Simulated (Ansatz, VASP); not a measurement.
One calculation of Nb, two programs

```
Nb
1.0
     0.00000    2.15730    2.11500
     2.15730    0.00000    2.11500
     2.15730    2.15730    0.00000
Nb
1
Direct
  0.00000 0.00000 0.00000
```

Change from the starting cell: equal xx and yy strain of +2 %, PAW files.

Alike in both runs: task electric field gradients; functional LDA; k mesh 13 × 13 × 13; occupations fermi-dirac, width 0.03 eV; no spin polarisation.

```csv
,VASP,Ansatz
version,VASP 6.6.1,Ansatz 0.2.0
potentials or method,"VASP PAW LDA potentials, release 64 (Nb_sv)","PAW with Ansatz's default frozen-core files, scalar-relativistic"
plane-wave cutoff (eV),520,420
valence electrons in the cell,13,13
```

Ansatz gave:

```
pressure (GPa)                                                : -15.7
traceless stress, the component that is largest in VASP (GPa) : -3.17
size of Vzz on the site where it differs most (V/Å²)          : 14.0
```

**Question.** Estimate VASP's values.

**Answer.** Pressure (GPa): -15.8; traceless stress, the component that is largest in VASP (GPa): -3.18; size of Vzz on the site where it differs most (V/Å²): 14.3.

LDA's correlation is that of Perdew and Zunger in VASP and of Perdew and Wang (1992) in Ansatz.
